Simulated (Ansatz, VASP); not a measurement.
**One calculation of Rb, two programs**

```
CELL_PARAMETERS angstrom
5.25500 -0.23238 -0.16394
-2.82874 4.43480 0.16393
-0.27200 0.15702 9.25604
ATOMIC_POSITIONS crystal
Rb 0.32004 0.67996 0.26110
Rb 0.67996 0.32004 0.73890
```

Alike in both runs: task single point; functional PBE; k mesh 8 × 8 × 4; occupations gaussian, width 0.1 eV; no spin polarisation.

|  | VASP | Ansatz |
| --- | --- | --- |
| version | VASP 6.6.1 | Ansatz 0.2.0 |
| potentials or method | VASP PAW PBE potentials, release 64 (Rb_sv), cutoff 520 eV | scalar-relativistic, plane waves, PAW |
| valence electrons in the cell | 18 | 18 |

```tsv
	VASP	Ansatz	Ansatz less VASP
gap on the k mesh at the Fermi level (eV)	none	none	-
pressure (GPa)	-0.2	-0.2	0.00
traceless stress, the component that is largest in VASP (GPa)	-0.19	-0.19	0.000
rms of the force components (eV/Å)	0.015	0.015	+0.0003
```

Atom by atom the forces differ by 0.000 eV/Å (rms over components). A gap of «none» marks a metal or a gap that the smearing closes. Ansatz's warnings: near symmetry operations not taken.
